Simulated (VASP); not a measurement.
# InSb (P6_3/mmc) in VASP: further runs

InSb is run at these levels: PBE, PBEsol; tasks: single point.

Everything below comes from runs of VASP 6.6.1. Logs are shortened: lines on timing, memory, paths and dates and some standing lists are left out, and cuts for length are marked.

## Step 1: The cell of the first run

Symmetry: P6_3/mmc, No. 194, hexagonal system. Conventional cell: a = 4.227 Å, b = 4.227 Å, c = 7.371 Å, α = 90.00°, β = 90.00°, γ = 120.00°. Within 4.0 Å of In (site symmetry -3m) lie 6 Sb at 3.06 Å and 2 In at 3.69 Å. Sb (site symmetry -6m2) has 6 In at 3.06 Å within 4.0 Å.

## Step 2: Single point, PBE

The input, INCAR:

```
PREC = Accurate
ENCUT = 520
EDIFF = 1E-6
ISMEAR = -1
SIGMA = 0.02
LREAL = F
LASPH = T
NELM = 100
ALGO = Normal
ISIF = 2
LWAVE = F
LCHARG = F
GGA = PE
NBANDS = 26
```

The input, KPOINTS:

```
Automatic mesh
0
Gamma
  4 4 4
```

The input, POSCAR:

```
InSb
1.0
    4.2266237080      0.0000000000      0.0000000000
   -2.1133118540      3.6603635034      0.0000000000
    0.0000000000      0.0000000000      7.3709482320
In Sb
2 2
Direct
    0.0000000000      0.0000000000      0.0000000000
    0.0000000000      0.0000000000      0.5000000000
    0.3333333333      0.6666666667      0.2500000000
    0.6666666667      0.3333333333      0.7500000000
```

Potentials or basis: VASP PAW PBE potentials, release 64 (In_d, Sb).

On the command line:

```sh
$ cat potpaw_PBE.64/In_d/POTCAR potpaw_PBE.64/Sb/POTCAR > POTCAR
$ mpirun -np 1 vasp_std > vasp.out
```

OUTCAR:

```text
PREC = Accurate
   ENCUT = 520
   EDIFF = 1E-6
   ISMEAR = -1
   LREAL = F
   LASPH = T
   NELM = 100
   ISIF = 2
   GGA = PE

 ion  position               nearest neighbor table
   1  0.000  0.000  0.000-   3 3.06   4 3.06   4 3.06   3 3.06   4 3.06   3 3.06   2 3.69   2 3.69

   2  0.000  0.000  0.500-   3 3.06   4 3.06   4 3.06   3 3.06   4 3.06   3 3.06   1 3.69   1 3.69

   3  0.333  0.667  0.250-   1 3.06   2 3.06   1 3.06   2 3.06   1 3.06   2 3.06
   4  0.667  0.333  0.750-   1 3.06   2 3.06   1 3.06   2 3.06   1 3.06   2 3.06

  LATTYP: Found a hexagonal cell.
 ALAT       =     4.2266237080
 C/A-ratio  =     1.7439329217

  Lattice vectors:

 A1 = (   4.2266237080,   0.0000000000,   0.0000000000)
 A2 = (  -2.1133118540,   3.6603635034,   0.0000000000)
 A3 = (   0.0000000000,   0.0000000000,   7.3709482320)

Analysis of symmetry for initial positions (statically):
=====================================================================
 Subroutine PRICEL returns:
 Original cell was already a primitive cell.

 Routine SETGRP: Setting up the symmetry group for a
 hexagonal supercell.

 Subroutine GETGRP returns: Found 24 space group operations
 (whereof 12 operations were pure point group operations)
 out of a pool of 24 trial point group operations.

The static configuration has the point symmetry D_3d.
 The point group associated with its full space group is D_6h.

Analysis of symmetry for dynamics (positions and initial velocities):
=====================================================================
 Subroutine PRICEL returns:
 Original cell was already a primitive cell.

 Routine SETGRP: Setting up the symmetry group for a
 hexagonal supercell.

 Subroutine GETGRP returns: Found 24 space group operations
 (whereof 12 operations were pure point group operations)
 out of a pool of 24 trial point group operations.

The dynamic configuration has the point symmetry D_3d.
 The point group associated with its full space group is D_6h.

 Subroutine INISYM returns: Found 24 space group operations
 (whereof 12 operations are pure point group operations),
 and found     1 'primitive' translations

----------------------------------------------------------------------------------------

                                     Primitive cell

  volume of cell :     114.0358

  direct lattice vectors                    reciprocal lattice vectors
     4.226623708  0.000000000  0.000000000     0.236595465  0.136598455  0.000000000
    -2.113311854  3.660363503  0.000000000     0.000000000  0.273196910  0.000000000
     0.000000000  0.000000000  7.370948232     0.000000000  0.000000000  0.135667755

  length of vectors
     4.226623708  4.226623708  7.370948232     0.273196910  0.273196910  0.135667755

  position of ions in fractional coordinates (direct lattice)
     0.000000000  0.000000000  0.000000000
     0.000000000  0.000000000  0.500000000
     0.333333333  0.666666667  0.250000000
     0.666666667  0.333333333  0.750000000

  ion indices of the primitive-cell ions
   primitive index   ion index
                 1           1
                 2           2
                 3           3
                 4           4

----------------------------------------------------------------------------------------

 KPOINTS: Automatic mesh

Automatic generation of k-mesh.
 Grid dimensions read from file:
 generate k-points for:    4    4    4

 Generating k-lattice:

  Cartesian coordinates                     Fractional coordinates (reciprocal lattice)
     0.059148866  0.034149614  0.000000000     0.250000000 -0.000000000  0.000000000
     0.000000000  0.068299228  0.000000000     0.000000000  0.250000000  0.000000000
     0.000000000  0.000000000  0.033916939     0.000000000  0.000000000  0.250000000

  Length of vectors
     0.068299228  0.068299228  0.033916939

  Shift w.r.t. Gamma in fractional coordinates (k-lattice)
     0.000000000  0.000000000  0.000000000

 Subroutine IBZKPT returns following result:
 ===========================================

 Found     12 irreducible k-points:

 Following reciprocal coordinates:
            Coordinates               Weight
  0.000000  0.000000  0.000000      1.000000
  0.250000 -0.000000  0.000000      6.000000
  0.500000 -0.000000  0.000000      3.000000
  0.250000  0.250000  0.000000      6.000000
  0.000000  0.000000  0.250000      2.000000
  0.250000 -0.000000  0.250000     12.000000
  0.500000 -0.000000  0.250000      6.000000
  0.250000  0.250000  0.250000     12.000000
  0.000000  0.000000  0.500000      1.000000
  0.250000 -0.000000  0.500000      6.000000
  0.500000 -0.000000  0.500000      3.000000
  0.250000  0.250000  0.500000      6.000000
   k-points           NKPTS =     12   k-points in BZ     NKDIM =     12   number of bands    NBANDS=     26
   number of dos      NEDOS =    301   number of ions     NIONS =      4
   total plane-waves  NPLWV =  57344
   dimension x,y,z NGX =    32 NGY =   32 NGZ =   56
   dimension x,y,z NGXF=    64 NGYF=   64 NGZF=  112
   ions per type =               2   2
   NGX,Y,Z   is equivalent  to a cutoff of  12.59, 12.59, 12.63 a.u.
   NGXF,Y,Z  is equivalent  to a cutoff of  25.17, 25.17, 25.26 a.u.
 SYSTEM =  unknown system
   PREC   = accura    normal or accurate (medium, high low for compatibility)
   ISTART =      0    job   : 0-new  1-cont  2-samecut
   ICHARG =      2    charge: 1-file 2-atom 10-const
   ISPIN  =      1    spin polarized calculation?
   LNONCOLLINEAR =      F non collinear calculations
   LSORBIT =      F    spin-orbit coupling
   LASPH  =      T    aspherical Exc in radial PAW
   ENCUT  =  520.0 eV  38.22 Ry    6.18 a.u.   7.86  7.86 13.71*2*pi/ulx,y,z
   NELM   =    100;   NELMIN=  2; NELMDL= -5     # of ELM steps
   EDIFF  = 0.1E-05   stopping-criterion for ELM
   LREAL  =      F    real-space projection
   EDIFFG = 0.1E-04   stopping-criterion for IOM
   NSW    =      0    number of steps for IOM
   IBRION =     -1    ionic relax: 0-MD 1-quasi-New 2-CG
   NFREE  =      0    steps in history (QN), initial steepest desc. (CG)
   ISIF   =      2    stress and relaxation
   ISYM   =      2    0-nonsym 1-usesym 2-fastsym
   POTIM  = 0.5000    time-step for ionic-motion
   TEBEG  =    0.0;   TEEND  =   0.0 temperature during run
   PSTRESS=    0.0 pullay stress
   NELECT =      36.0000    total number of electrons
   NUPDOWN=      -1.0000    fix difference up-down
   EMIN   =  10.00;   EMAX   =-10.00  energy-range for DOS
   EFERMI =   0.00;   METHOD = LEGACY
   ISMEAR =    -1;   SIGMA  =   0.02  broadening in eV -4-tet -1-fermi 0-gaus
   EFERMI_NEDOS =   21; number of points for ismear=-14 and -15
   IALGO  =     38    algorithm
   IMIX   =      4    mixing-type and parameters
     AMIX     =   0.40;   BMIX     =  1.00
     AMIX_MAG =   1.60;   BMIX_MAG =  1.00
  volume/ion in A,a.u.               =      28.51       192.39
  Fermi-wavevector in a.u.,A,eV,Ry     =   1.114710  2.106497 16.906309  1.242579
  Thomas-Fermi vector in A             =   2.251308
   LORBIT       =      0    0 simple, 1 ext, 2 COOP (PROOUT), +10 PAW based schemes
   GGA     = PE    functional components
   LHFCALC =     F    Hartree Fock is set to
   AEXX    =    0.0000 exact exchange contribution
   IVDW    =     0    specifies the selected vdW correction
   LEPSILON=     F    determine dielectric tensor
   LRPA    =     F    only Hartree local field effects (RPA)
 non-spin polarized calculation
  energy-cutoff  :      520.00
  volume of cell :      114.04
 maximum number of plane-waves:      3088
 NGX is ok and might be reduce to    32
   NGX = 15   NGY = 15   NGZ = 27

 number of electron      35.9999993 magnetization

 Free energy of the ion-electron system (eV)
  ---------------------------------------------------
  ext. energy  EPLUGINS =         0.00000000
  ---------------------------------------------------
  free energy    TOTEN  =       -13.13500249 eV

  energy without entropy =      -13.13093272  energy(sigma->0) =      -13.13296761

 E-fermi :   6.9467     XC(G=0):  -9.7728

 val. band max:        6.9303943413   @ k =   0.0000   0.0000   0.2500
 cond. band min:       6.9899291919   @ k =   0.2500  -0.0000   0.2500
 fundamental gap:      0.0595348506
 Fermi energy:         6.9466649899

 k-point     1 :       0.0000    0.0000    0.0000
  band No.  band energies     occupation
      1      -7.6546      2.00000
      2      -7.6366      2.00000
      3      -7.6366      2.00000
      4      -7.5847      2.00000
      5      -7.5847      2.00000
      6      -7.5660      2.00000
[... 18 lines left out ...]
     25      11.6947      0.00000
     26      11.9858      0.00000

 k-point     2 :       0.2500   -0.0000    0.0000
  band No.  band energies     occupation
      1      -7.6941      2.00000
      2      -7.6453      2.00000
      3      -7.6351      2.00000
      4      -7.6018      2.00000
      5      -7.5732      2.00000
      6      -7.5720      2.00000
[... 18 lines left out ...]
     25      12.8352      0.00000
     26      13.1465      0.00000

 k-point     3 :       0.5000   -0.0000    0.0000
  band No.  band energies     occupation
      1      -7.7485      2.00000
      2      -7.6380      2.00000
      3      -7.6373      2.00000
      4      -7.6204      2.00000
      5      -7.5768      2.00000
      6      -7.5672      2.00000
[... 18 lines left out ...]
     25      12.6981      0.00000
     26      14.0021      0.00000

 k-point     4 :       0.2500    0.2500    0.0000
  band No.  band energies     occupation
      1      -7.7202      2.00000
      2      -7.6652      2.00000
      3      -7.6358      2.00000
      4      -7.6042      2.00000
      5      -7.5794      2.00000
      6      -7.5665      2.00000
[... 18 lines left out ...]
     25      12.6332      0.00000
     26      12.9011      0.00000
[... 148 lines left out ...]
      1      -7.6467      2.00000
      2      -7.6467      2.00000
      3      -7.6030      2.00000
      4      -7.6030      2.00000
      5      -7.5739      2.00000
      6      -7.5739      2.00000
[... 18 lines left out ...]
     25      12.3237      0.00000
     26      12.3237      0.00000

 k-point    11 :       0.5000   -0.0000    0.5000
  band No.  band energies     occupation
      1      -7.6833      2.00000
      2      -7.6833      2.00000
      3      -7.6020      2.00000
      4      -7.6020      2.00000
      5      -7.5768      2.00000
      6      -7.5768      2.00000
[... 18 lines left out ...]
     25      12.4177      0.00000
     26      12.4177      0.00000

 k-point    12 :       0.2500    0.2500    0.5000
  band No.  band energies     occupation
      1      -7.6674      2.00000
      2      -7.6674      2.00000
      3      -7.6163      2.00000
      4      -7.6163      2.00000
      5      -7.5610      2.00000
      6      -7.5610      2.00000
[... 18 lines left out ...]
     25      13.2701      0.00000
     26      13.2701      0.00000

------------------------ aborting loop because EDIFF is reached ----------------------------------------

  FORCE on cell =-STRESS in cart. coord.  units (eV):
  Direction    XX          YY          ZZ          XY          YZ          ZX
  --------------------------------------------------------------------------------------
  -------------------------------------------------------------------------------------
  Total        0.5034149      0.5034149      2.6664900      0.0000000      0.0000000     -0.0000000
  in kB        7.0728675      7.0728675     37.4635890      0.0000000      0.0000000     -0.0000000
  external PRESSURE =      17.2031080 kB  Pullay stress =       0.0000000 kB

 VOLUME and BASIS-vectors are now :
 -----------------------------------------------------------------------------
  energy-cutoff  :      520.00
  volume of cell :      114.04
      direct lattice vectors                 reciprocal lattice vectors
     4.226623708  0.000000000  0.000000000     0.236595465  0.136598455  0.000000000
    -2.113311854  3.660363503  0.000000000     0.000000000  0.273196910  0.000000000
     0.000000000  0.000000000  7.370948232     0.000000000  0.000000000  0.135667755

 POSITION                                       TOTAL-FORCE (eV/Angst)
 -----------------------------------------------------------------------------------
      0.00000      0.00000      0.00000         0.000000      0.000000     -0.000000
      0.00000      0.00000      3.68547         0.000000      0.000000     -0.000000
     -0.00000      2.44024      1.84274        -0.000000     -0.000000     -0.000000
      2.11331      1.22012      5.52821        -0.000000      0.000000      0.000000
 -----------------------------------------------------------------------------------
    total drift:                                0.000000     -0.000000      0.000000

  FREE ENERGIE OF THE ION-ELECTRON SYSTEM (eV)
  ---------------------------------------------------
  free  energy   TOTEN  =       -13.1350024945 eV

  energy  without entropy=      -13.1309327238  energy(sigma->0) =      -13.13296761
```

Run time: 12 s. Hardware: 1 thread of Intel Xeon 6975P-C (Granite Rapids), shared host; peak memory 0.23 GiB.

What came out:

| Quantity | Value |
| --- | --- |
| Free energy | -13.1350 eV |
| Pressure | 1.7 GPa |
| Band gap on the k mesh | zero (band 18 reaches 7.44 eV, above the bottom of band 19 at 5.51 eV) |

Levels at points of the mesh, in eV from the Fermi level:
```csv
k point,band 15,band 16,band 17,band 18,band 19,band 20
"(0.00, 0.00, 0.00)",-0.59,-0.11,-0.11,0.47,0.47,2.20
"(0.50, 0.00, 0.00)",-4.21,-3.44,-2.03,0.21,0.93,1.24
"(0.00, 0.00, 0.50)",0.20,0.20,0.20,0.20,1.70,1.70
"(0.50, 0.00, 0.50)",-1.67,-1.67,-1.26,-1.26,-0.78,-0.78
```

Caveat: the k points lie up to 0.43 Å⁻¹ apart; spin-orbit coupling is left out, which moves the levels of the heavy elements.

## Step 3: Single point, PBE

The input, INCAR:

```
SYSTEM = InSb
  PREC = Accurate
  ENCUT = 520
  EDIFF = 1E-6
  ISMEAR = -1
  SIGMA = 0.02
  LREAL = .FALSE.
  LASPH = .TRUE.
  NELM = 80
  ALGO = Normal
  ISIF = 2
  LWAVE = .FALSE.
  LCHARG = .FALSE.
  GGA = PE
  NBANDS = 26
```

The input, KPOINTS:

```
regular mesh
0
G
  6 6 2
  0 0 0
```

POSCAR is that of step 2.

Potentials or basis: VASP PAW PBE potentials, release 64 (In_d, Sb).

On the command line:

```sh
$ cat potpaw_PBE.64/In_d/POTCAR potpaw_PBE.64/Sb/POTCAR > POTCAR
$ mpirun -np 1 vasp_std > vasp.out
```

OUTCAR:

```text
SYSTEM = InSb
   PREC = Accurate
   ENCUT = 520
   EDIFF = 1E-6
   ISMEAR = -1
   LREAL = .FALSE.
   LASPH = .TRUE.
   NELM = 80
   ISIF = 2
   GGA = PE

 ion  position               nearest neighbor table
   1  0.000  0.000  0.000-   3 3.06   4 3.06   4 3.06   3 3.06   4 3.06   3 3.06   2 3.69   2 3.69

   2  0.000  0.000  0.500-   3 3.06   4 3.06   4 3.06   3 3.06   4 3.06   3 3.06   1 3.69   1 3.69

   3  0.333  0.667  0.250-   1 3.06   2 3.06   1 3.06   2 3.06   1 3.06   2 3.06
   4  0.667  0.333  0.750-   1 3.06   2 3.06   1 3.06   2 3.06   1 3.06   2 3.06

  LATTYP: Found a hexagonal cell.
 ALAT       =     4.2266237080
 C/A-ratio  =     1.7439329217

  Lattice vectors:

 A1 = (   4.2266237080,   0.0000000000,   0.0000000000)
 A2 = (  -2.1133118540,   3.6603635034,   0.0000000000)
 A3 = (   0.0000000000,   0.0000000000,   7.3709482320)

Analysis of symmetry for initial positions (statically):
=====================================================================
 Subroutine PRICEL returns:
 Original cell was already a primitive cell.

 Routine SETGRP: Setting up the symmetry group for a
[... 161 lines left out ...]
  energy without entropy =      -13.26240826  energy(sigma->0) =      -13.26397527

 E-fermi :   6.7266     XC(G=0):  -9.7799

 val. band max:        6.6549138352   @ k =   0.1667  -0.0000   0.5000
 cond. band min:       6.7356871272   @ k =   0.1667   0.1667   0.0000
 fundamental gap:      0.0807732920
 Fermi energy:         6.7266076913

 k-point     1 :       0.0000    0.0000    0.0000
  band No.  band energies     occupation
      1      -7.6997      2.00000
      2      -7.6817      2.00000
      3      -7.6817      2.00000
      4      -7.6303      2.00000
      5      -7.6303      2.00000
      6      -7.6105      2.00000
[... 395 lines left out ...]
     25      14.3044      0.00000
     26      14.3044      0.00000

------------------------ aborting loop because EDIFF is reached ----------------------------------------

  FORCE on cell =-STRESS in cart. coord.  units (eV):
  Direction    XX          YY          ZZ          XY          YZ          ZX
  --------------------------------------------------------------------------------------
  -------------------------------------------------------------------------------------
  Total        0.7080156      0.7080156      1.2167677      0.0000000      0.0000000      0.0000000
  in kB        9.9474608      9.9474608     17.0953141      0.0000000      0.0000000      0.0000000
  external PRESSURE =      12.3300786 kB  Pullay stress =       0.0000000 kB

 VOLUME and BASIS-vectors are now :
 -----------------------------------------------------------------------------
  energy-cutoff  :      520.00
  volume of cell :      114.04
      direct lattice vectors                 reciprocal lattice vectors
     4.226623708  0.000000000  0.000000000     0.236595465  0.136598455  0.000000000
    -2.113311854  3.660363503  0.000000000     0.000000000  0.273196910  0.000000000
     0.000000000  0.000000000  7.370948232     0.000000000  0.000000000  0.135667755

 POSITION                                       TOTAL-FORCE (eV/Angst)
 -----------------------------------------------------------------------------------
      0.00000      0.00000      0.00000         0.000000      0.000000      0.000000
      0.00000      0.00000      3.68547         0.000000      0.000000      0.000000
     -0.00000      2.44024      1.84274        -0.000000      0.000000     -0.000000
      2.11331      1.22012      5.52821         0.000000     -0.000000     -0.000000
 -----------------------------------------------------------------------------------
    total drift:                                0.000000     -0.000000      0.000000

  FREE ENERGIE OF THE ION-ELECTRON SYSTEM (eV)
  ---------------------------------------------------
  free  energy   TOTEN  =       -13.2655422710 eV

  energy  without entropy=      -13.2624082605  energy(sigma->0) =      -13.26397527
```

OSZICAR:

```text
N       E                     dE             d eps       ncg     rms          rms(c)
DAV:   1     0.290570771656E+03    0.29057E+03   -0.15892E+04   728   0.149E+03
DAV:   2     0.124081951178E+02   -0.27816E+03   -0.27216E+03   764   0.368E+02
DAV:   3    -0.124071954001E+02   -0.24815E+02   -0.24336E+02   920   0.123E+02
DAV:   4    -0.133252031162E+02   -0.91801E+00   -0.91442E+00   862   0.252E+01
DAV:   5    -0.133793157969E+02   -0.54113E-01   -0.54105E-01  1170   0.554E+00    0.477E+00
DAV:   6    -0.132720595268E+02    0.10726E+00   -0.25469E-01   984   0.662E+00    0.263E+00
DAV:   7    -0.132665579530E+02    0.55016E-02   -0.82544E-02  1024   0.256E+00    0.605E-01
DAV:   8    -0.132653189448E+02    0.12390E-02   -0.99669E-03   934   0.114E+00    0.254E-01
DAV:   9    -0.132655206308E+02   -0.20169E-03   -0.83618E-04   984   0.277E-01    0.604E-02
DAV:  10    -0.132655358097E+02   -0.15179E-04   -0.99769E-05  1006   0.121E-01    0.158E-02
DAV:  11    -0.132655421017E+02   -0.62920E-05   -0.12455E-05   728   0.214E-02    0.132E-02
DAV:  12    -0.132655422710E+02   -0.16932E-06   -0.72795E-07   462   0.903E-03
   1 F= -.13265542E+02 E0= -.13263975E+02  d E =-.313401E-02
```

stdout:

```text
POSCAR found type information on POSCAR InSb
 POSCAR found :  2 types and       4 ions
 scaLAPACK will be used
 LDA part: xc-table for (Slater+PW92), standard interpolation
 POSCAR, INCAR and KPOINTS ok, starting setup
 FFT: planning ... GRIDC
 FFT: planning ... GRID_SOFT
 FFT: planning ... GRID
 WAVECAR not read
 entering main loop
```

Run time: 14 s. Hardware: 1 thread of Intel Xeon 6975P-C (Granite Rapids), shared host; peak memory 0.23 GiB.

Results:

| Property | Result |
| --- | --- |
| Free energy | -13.2655 eV |
| Pressure | 1.2 GPa |
| Band gap on the k mesh | zero (band 18 reaches 7.56 eV, above the bottom of band 19 at 4.46 eV) |

Caveat: the k points lie up to 0.43 Å⁻¹ apart; spin-orbit coupling is left out, which moves the levels of the heavy elements.

(Part 1 of 2 ends here.)
